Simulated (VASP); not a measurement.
# MgS (I4mm) in VASP: notebook

Runs on MgS. Level: PBEsol. Tasks: single point.

All numbers are computed with VASP 6.6.1; they aren't measurements. Logs are shortened: lines on timing, memory, paths and dates and some standing lists are left out, and cuts for length are marked.

### Step 1. The cell of the first run

It takes space group I4mm (No. 107, tetragonal). The conventional cell has a = 3.679 Å, b = 3.679 Å, c = 5.203 Å, α = 90.00°, β = 90.00°, γ = 90.00°. Within 3.2 Å of Mg (site symmetry 4mm) lie 6 S at 2.40 to 2.80 Å. S (site symmetry 4mm) has 6 Mg at 2.40 to 2.80 Å within 3.2 Å.

### Step 2. Single point, PBEsol

INCAR

```
PREC = Accurate ; ENCUT = 520
EDIFF = 1E-6 ; ISMEAR = 0
SIGMA = 0.05 ; LREAL = F
LASPH = T ; NELM = 100
ALGO = Normal ; ISIF = 2
LWAVE = F ; LCHARG = T
GGA = PS ; LELF = T
LVHAR = T ; NBANDS = 11
```

KPOINTS

```
regular mesh
0
Gamma
  8 8 8
```

POSCAR

```
MgS
1.0
    0.0000000000      2.6016500000      2.6016500000
    2.6016500000      0.0000000000      2.6016500000
    2.6016500000      2.6016500000      0.0000000000
Mg S
1 1
Direct
    0.0000000000      0.0000000000      0.0000000000
    0.5384371457      0.5384371457      0.4615628543
```

Potentials or basis: VASP PAW PBE potentials, release 64 (Mg, S).

Launch:

```sh
cat potpaw_PBE.64/Mg/POTCAR potpaw_PBE.64/S/POTCAR > POTCAR
mpirun -np 1 vasp_std > vasp.out
```

OUTCAR:

```text
PREC = Accurate
   ENCUT = 520
   EDIFF = 1E-6
   ISMEAR = 0
   LREAL = F
   LASPH = T
   NELM = 100
   ISIF = 2
   GGA = PS

 ion  position               nearest neighbor table
   1  0.000  0.000  0.000-   2 2.40   2 2.61   2 2.61   2 2.61   2 2.61   2 2.80
   2  0.538  0.538  0.462-   1 2.40   1 2.61   1 2.61   1 2.61   1 2.61   1 2.80

  LATTYP: Found a face centered cubic cell.
 ALAT       =     5.2033000000

  Lattice vectors:

 A1 = (   0.0000000000,   2.6016500000,   2.6016500000)
 A2 = (   2.6016500000,   0.0000000000,   2.6016500000)
 A3 = (   2.6016500000,   2.6016500000,   0.0000000000)

Analysis of symmetry for initial positions (statically):
=====================================================================
 Subroutine PRICEL returns:
 Original cell was already a primitive cell.

 Routine SETGRP: Setting up the symmetry group for a
 face centered cubic supercell.

 Subroutine GETGRP returns: Found  8 space group operations
 (whereof  8 operations were pure point group operations)
 out of a pool of 48 trial point group operations.

The static configuration has the point symmetry C_4v.

Analysis of symmetry for dynamics (positions and initial velocities):
=====================================================================
 Subroutine PRICEL returns:
 Original cell was already a primitive cell.

 Routine SETGRP: Setting up the symmetry group for a
 face centered cubic supercell.

 Subroutine GETGRP returns: Found  8 space group operations
 (whereof  8 operations were pure point group operations)
 out of a pool of 48 trial point group operations.

The dynamic configuration has the point symmetry C_4v.

 Subroutine INISYM returns: Found  8 space group operations
 (whereof  8 operations are pure point group operations),
 and found     1 'primitive' translations

----------------------------------------------------------------------------------------

                                     Primitive cell

  volume of cell :      35.2190

  direct lattice vectors                    reciprocal lattice vectors
     0.000000000  2.601650000  2.601650000    -0.192185728  0.192185728  0.192185728
     2.601650000  0.000000000  2.601650000     0.192185728 -0.192185728  0.192185728
     2.601650000  2.601650000  0.000000000     0.192185728  0.192185728 -0.192185728

  length of vectors
     3.679288715  3.679288715  3.679288715     0.332875446  0.332875446  0.332875446

  position of ions in fractional coordinates (direct lattice)
     0.000000000  0.000000000  0.000000000
     0.538437146  0.538437146  0.461562854

  ion indices of the primitive-cell ions
   primitive index   ion index
                 1           1
                 2           2

----------------------------------------------------------------------------------------

 KPOINTS: regular mesh

Automatic generation of k-mesh.
 Grid dimensions read from file:
 generate k-points for:    8    8    8

 Generating k-lattice:

  Cartesian coordinates                     Fractional coordinates (reciprocal lattice)
    -0.024023216  0.024023216  0.024023216     0.125000000  0.000000000  0.000000000
     0.024023216 -0.024023216  0.024023216     0.000000000  0.125000000  0.000000000
     0.024023216  0.024023216 -0.024023216     0.000000000  0.000000000  0.125000000

  Length of vectors
     0.041609431  0.041609431  0.041609431

  Shift w.r.t. Gamma in fractional coordinates (k-lattice)
     0.000000000  0.000000000  0.000000000

 Subroutine IBZKPT returns following result:
 ===========================================

 Found     59 irreducible k-points:

 Following reciprocal coordinates:
            Coordinates               Weight
  0.000000  0.000000  0.000000      1.000000
  0.125000  0.000000  0.000000      8.000000
  0.250000  0.000000  0.000000      8.000000
  0.375000  0.000000  0.000000      8.000000
  0.500000  0.000000  0.000000      4.000000
  0.125000  0.125000  0.000000      2.000000
[... 16 lines left out ...]
  0.000000  0.375000  0.250000     16.000000
  0.500000  0.250000  0.000000      8.000000
 [... further k-points ...]
   k-points           NKPTS =     59   k-points in BZ     NKDIM =     59   number of bands    NBANDS=     11
   number of dos      NEDOS =    301   number of ions     NIONS =      2
   total plane-waves  NPLWV =  21952
   dimension x,y,z NGX =    28 NGY =   28 NGZ =   28
   dimension x,y,z NGXF=    56 NGYF=   56 NGZF=   56
   ions per type =               1   1
   NGX,Y,Z   is equivalent  to a cutoff of  12.65, 12.65, 12.65 a.u.
   NGXF,Y,Z  is equivalent  to a cutoff of  25.30, 25.30, 25.30 a.u.
 SYSTEM =  unknown system
   PREC   = accura    normal or accurate (medium, high low for compatibility)
   ISTART =      0    job   : 0-new  1-cont  2-samecut
   ICHARG =      2    charge: 1-file 2-atom 10-const
   ISPIN  =      1    spin polarized calculation?
   LNONCOLLINEAR =      F non collinear calculations
   LSORBIT =      F    spin-orbit coupling
   LASPH  =      T    aspherical Exc in radial PAW
   ENCUT  =  520.0 eV  38.22 Ry    6.18 a.u.   6.84  6.84  6.84*2*pi/ulx,y,z
   NELM   =    100;   NELMIN=  2; NELMDL= -5     # of ELM steps
   EDIFF  = 0.1E-05   stopping-criterion for ELM
   LREAL  =      F    real-space projection
   EDIFFG = 0.1E-04   stopping-criterion for IOM
   NSW    =      0    number of steps for IOM
   IBRION =     -1    ionic relax: 0-MD 1-quasi-New 2-CG
   NFREE  =      0    steps in history (QN), initial steepest desc. (CG)
   ISIF   =      2    stress and relaxation
   ISYM   =      2    0-nonsym 1-usesym 2-fastsym
   POTIM  = 0.5000    time-step for ionic-motion
   TEBEG  =    0.0;   TEEND  =   0.0 temperature during run
   PSTRESS=    0.0 pullay stress
   NELECT =       8.0000    total number of electrons
   NUPDOWN=      -1.0000    fix difference up-down
   EMIN   =  10.00;   EMAX   =-10.00  energy-range for DOS
   EFERMI =   0.00;   METHOD = LEGACY
   ISMEAR =     0;   SIGMA  =   0.05  broadening in eV -4-tet -1-fermi 0-gaus
   EFERMI_NEDOS =   21; number of points for ismear=-14 and -15
   IALGO  =     38    algorithm
   IMIX   =      4    mixing-type and parameters
     AMIX     =   0.40;   BMIX     =  1.00
     AMIX_MAG =   1.60;   BMIX_MAG =  1.00
  volume/ion in A,a.u.               =      17.61       118.83
  Fermi-wavevector in a.u.,A,eV,Ry     =   0.998878  1.887606 13.575323  0.997758
  Thomas-Fermi vector in A             =   2.131131
   LORBIT       =      0    0 simple, 1 ext, 2 COOP (PROOUT), +10 PAW based schemes
   GGA     = PS    functional components
   LHFCALC =     F    Hartree Fock is set to
   AEXX    =    0.0000 exact exchange contribution
   IVDW    =     0    specifies the selected vdW correction
   LEPSILON=     F    determine dielectric tensor
   LRPA    =     F    only Hartree local field effects (RPA)
 non-spin polarized calculation
 Gauss-broadening in eV      SIGMA  =   0.05
  energy-cutoff  :      520.00
  volume of cell :       35.22
 maximum number of plane-waves:       960
   NGX = 13   NGY = 13   NGZ = 13

 number of electron       8.0000000 magnetization

 Free energy of the ion-electron system (eV)
  ---------------------------------------------------
  ext. energy  EPLUGINS =         0.00000000
  ---------------------------------------------------
  free energy    TOTEN  =        -9.01062955 eV

  energy without entropy =       -9.01062955  energy(sigma->0) =       -9.01062955

 E-fermi :   3.8885     XC(G=0):  -9.8267

 val. band max:        3.6678513988   @ k =   0.0000   0.0000   0.0000
 cond. band min:       6.3812673210   @ k =   0.0000   0.5000   0.5000
 fundamental gap:      2.7134159222
 Fermi energy:         3.8884986739

 k-point     1 :       0.0000    0.0000    0.0000
  band No.  band energies     occupation
      1      -9.0211      2.00000
      2       3.6028      2.00000
      3       3.6679      2.00000
      4       3.6679      2.00000
      5       7.2519      0.00000
      6      11.5072      0.00000
      7      11.5072      0.00000
      8      11.5733      0.00000
      9      14.0089      0.00000
     10      14.1174      0.00000
     11      15.8926      0.00000

 k-point     2 :       0.1250    0.0000    0.0000
  band No.  band energies     occupation
      1      -8.8690      2.00000
      2       2.5824      2.00000
      3       3.5280      2.00000
      4       3.5661      2.00000
      5       8.0585      0.00000
      6      11.1620      0.00000
      7      11.7597      0.00000
      8      11.8197      0.00000
      9      13.3492      0.00000
     10      13.4626      0.00000
     11      16.2148      0.00000

 k-point     3 :       0.2500    0.0000    0.0000
  band No.  band energies     occupation
      1      -8.4572      2.00000
      2       0.8151      2.00000
      3       3.3076      2.00000
      4       3.3446      2.00000
      5       8.4927      0.00000
      6      11.4152      0.00000
      7      11.4245      0.00000
      8      11.8688      0.00000
      9      13.8731      0.00000
     10      13.9808      0.00000
     11      15.4229      0.00000

 k-point     4 :       0.3750    0.0000    0.0000
  band No.  band energies     occupation
      1      -7.9537      2.00000
      2      -0.6353      2.00000
      3       3.1139      2.00000
      4       3.1500      2.00000
      5       8.2090      0.00000
      6      10.7540      0.00000
      7      10.8009      0.00000
      8      13.2998      0.00000
      9      15.0816      0.00000
     10      15.8085      0.00000
     11      15.9502      0.00000
[... 239 lines left out ...]
 k-point    22 :       0.3750    0.2500    0.0000
  band No.  band energies     occupation
      1      -7.8917      2.00000
      2       0.2092      2.00000
      3       2.1642      2.00000
      4       2.4544      2.00000
      5       8.0628      0.00000
      6       9.2373      0.00000
      7      12.2032      0.00000
      8      13.4553      0.00000
      9      15.2852      0.00000
     10      16.6469      0.00000
     11      19.0726      0.00000

 k-point    23 :       0.0000    0.3750    0.2500
  band No.  band energies     occupation
      1      -7.8924      2.00000
      2       0.2229      2.00000
      3       2.1576      2.00000
      4       2.4402      2.00000
      5       8.0745      0.00000
      6       9.1987      0.00000
      7      12.1861      0.00000
      8      13.4801      0.00000
      9      15.2860      0.00000
     10      16.7011      0.00000
     11      19.0322      0.00000

 k-point    24 :       0.5000    0.2500    0.0000
  band No.  band energies     occupation
      1      -7.5357      2.00000
      2      -0.4310      2.00000
      3       1.4163      2.00000
      4       2.4503      2.00000
      5       7.9942      0.00000
      6      10.3299      0.00000
      7      12.3419      0.00000
      8      12.6065      0.00000
      9      16.2267      0.00000
     10      18.1201      0.00000
     11      19.0462      0.00000

 [... further k-points ...]
[... 5 lines left out ...]
  --------------------------------------------------------------------------------------
  -------------------------------------------------------------------------------------
  Total       -0.3144465     -0.3144465      0.7871502      0.0000000     -0.0000000      0.0000000
  in kB      -14.3047657    -14.3047657     35.8089499      0.0000000     -0.0000000      0.0000000
  external PRESSURE =       2.3998062 kB  Pullay stress =       0.0000000 kB

 VOLUME and BASIS-vectors are now :
 -----------------------------------------------------------------------------
  energy-cutoff  :      520.00
  volume of cell :       35.22
      direct lattice vectors                 reciprocal lattice vectors
     0.000000000  2.601650000  2.601650000    -0.192185728  0.192185728  0.192185728
     2.601650000  0.000000000  2.601650000     0.192185728 -0.192185728  0.192185728
     2.601650000  2.601650000  0.000000000     0.192185728  0.192185728 -0.192185728

 POSITION                                       TOTAL-FORCE (eV/Angst)
 -----------------------------------------------------------------------------------
      0.00000      0.00000      0.00000         0.000000      0.000000      0.696750
      2.60165      2.60165      2.80165         0.000000      0.000000     -0.696750
 -----------------------------------------------------------------------------------
    total drift:                                0.000000      0.000000      0.000264

  FREE ENERGIE OF THE ION-ELECTRON SYSTEM (eV)
  ---------------------------------------------------
  free  energy   TOTEN  =        -9.0106295485 eV

  energy  without entropy=       -9.0106295485  energy(sigma->0) =       -9.01062955
```

Wall time 42 s (1 thread of AMD EPYC 7R13, shared host); peak memory 0.14 GiB.

What came out:

| Property | Result |
| --- | --- |
| Free energy | -9.0106 eV |
| Pressure | 0.2 GPa |
| Largest force | 0.697 eV/Å |
| Band gap on the k mesh | 2.71 eV, indirect (least direct gap 3.58 eV) |

Forces on the atoms (eV/Å):
```
Mg   0.000  0.000  0.697
S    0.000  0.000 -0.697
```

Stress tensor (GPa, compression positive):
```
-1.43  0.00  0.00
 0.00 -1.43  0.00
 0.00  0.00  3.58
```

Levels at points of the mesh, in eV from the valence-band top:
| k point | band 2 | band 3 | band 4 | band 5 | band 6 | band 7 |
| --- | --- | --- | --- | --- | --- | --- |
| (0.00, 0.00, 0.00) | -0.07 | 0.00 | 0.00 | 3.58 | 7.84 | 7.84 |
| (0.50, 0.00, 0.00) | -4.89 | -0.63 | -0.59 | 4.40 | 6.84 | 6.89 |
| (0.50, 0.50, 0.00) | -4.27 | -1.70 | -1.70 | 2.72 | 4.25 | 11.80 |
| (0.00, 0.50, 0.50) | -4.25 | -1.73 | -1.70 | 2.71 | 4.23 | 11.88 |

Caveat: the cell differs from its parent crystal (all S atoms moved -0.200 Å, as atom 2 towards its neighbour atom 1 (Mg) at 2.602 Å); the PAW data sets were made with another functional, which shifts forces and pressure a little. A k mesh can miss the band edges.

[end of part 1 of 2]
